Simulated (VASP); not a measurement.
Cs, 1 atom in the cell. It takes space group I4/mmm (No. 139, tetragonal). Conventional cell: a = 6.786 Å, b = 6.786 Å, c = 4.797 Å, α = 90.00°, β = 90.00°, γ = 90.00°.  This cell differs from its parent crystal: ratio of the length along z to the lengths across it x 0.707, volume and fractional coordinates fixed.

```yaml
Program: VASP 6.6.1
Task: single point
Functional: PBE
Potentials_or_basis: VASP PAW PBE potentials, release 64 (Cs_sv)
Cutoff: 520 eV
k_mesh: 12 × 12 × 12
Occupations: gaussian, width 0.15 eV
Spin: no spin polarisation
Dipole_correction: no
Further_INCAR_settings: ALGO = Fast; EDIFF = 1e-06; NBANDS = 10
```

Potentials or basis: VASP PAW PBE potentials, release 64 (Cs_sv).

Run with:

```bash
$ cat potpaw_PBE.64/Cs_sv/POTCAR > POTCAR
$ mpirun -np 1 vasp_std > vasp.out
```

Hardware: 1 thread of AMD EPYC 9R45 96-Core Processor (Zen 5), with other jobs on the host.

Estimate the wall time of this run.

It took 63 s on 1 thread of AMD EPYC 9R45 96-Core Processor (Zen 5), on a shared host, peak memory 0.31 GiB. Counts: scf iterations 10, k points 163.
